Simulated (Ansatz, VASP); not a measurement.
One calculation of HgTe, two programs

POSCAR

```
HgTe
1.0
    0.0000000000      3.2891972858      3.2891972858
    3.2891972858      0.0000000000      3.2891972858
    3.2891972858      3.2891972858      0.0000000000
Hg Te
1 1
Direct
    0.0000000000      0.0000000000      0.0000000000
    0.2500000000      0.2500000000      0.2500000000
```

INCAR.step1

```
SYSTEM = HgTe
PREC = Accurate
ENCUT = 520
ISMEAR = -1
SIGMA = 0.02
LREAL = .FALSE.
LASPH = .TRUE.
NELM = 60
NBANDS = 16
GGA = PE
ALGO = Normal
EDIFF = 1E-4
LWAVE = .TRUE.
LCHARG = .FALSE.
```

The input INCAR.step2:

```
SYSTEM = HgTe
PREC = Accurate
ENCUT = 520
EDIFF = 1E-6
ISMEAR = -1
SIGMA = 0.02
LREAL = .FALSE.
LASPH = .TRUE.
NELM = 60
ALGO = Normal
ISIF = 2
LWAVE = .FALSE.
LCHARG = .FALSE.
METAGGA = R2SCAN
LMIXTAU = .TRUE.
NBANDS = 16
ISTART = 1
```

KPOINTS

```
Automatic mesh
0
G
  6 6 6
  0 0 0
```

Input for Ansatz:

```yaml
crystal:
  lattice:
    - [0.0, 3.2891972858, 3.2891972858]
    - [3.2891972858, 0.0, 3.2891972858]
    - [3.2891972858, 3.2891972858, 0.0]
  atoms:
    - { symbol: Hg, position: [0.0, 0.0, 0.0] }
    - { symbol: Te, position: [0.25, 0.25, 0.25] }
kpoints:
  mp_grid: { grid: [6, 6, 6] }
  band_path:
    path:
      - [0.0, 0.0, 0.0]
      - [-0.5, -0.5, 0.0]
      - [-0.375, -0.375, 0.25]
      - [-0.375, 0.0, 0.375]
      - [0.0, 0.0, 0.5]
      - [-0.5, -0.25, 0.25]
    npoints: 1
hamiltonian:
  xc: r2scan
scf:
  occupations: { method: fermi_dirac, width: 0.02 }
  n_extra_bands: 4
output:
  forces: true
  stress: true
  eigenvalues: true
  write_density: true
  write_potential: true
  elf: true
  volumetric_format: npy
```

Alike in both runs: task single point; functional r2SCAN; k mesh 6 × 6 × 6; occupations fermi-dirac, width 0.02 eV; no spin polarisation.

|  | VASP | Ansatz |
| --- | --- | --- |
| version | VASP 6.6.1 | Ansatz 0.2.0 |
| potentials or method | VASP PAW PBE potentials, release 64 (Hg, Te) | plane waves, PAW |
| plane-wave cutoff (eV) | 520 | 500 |
| valence electrons in the cell | 18 | 36 |

|  | VASP | Ansatz | Ansatz less VASP |
| --- | --- | --- | --- |
| pressure (GPa) | 0.0 | 0.0 | -0.06 |

VASP's potentials were made for PBE, not for r2SCAN. VASP's potentials hold 18 valence electrons a cell and Ansatz's 36, so a difference there can come from the potentials and not from the codes.

Spin-orbit coupling is off throughout.
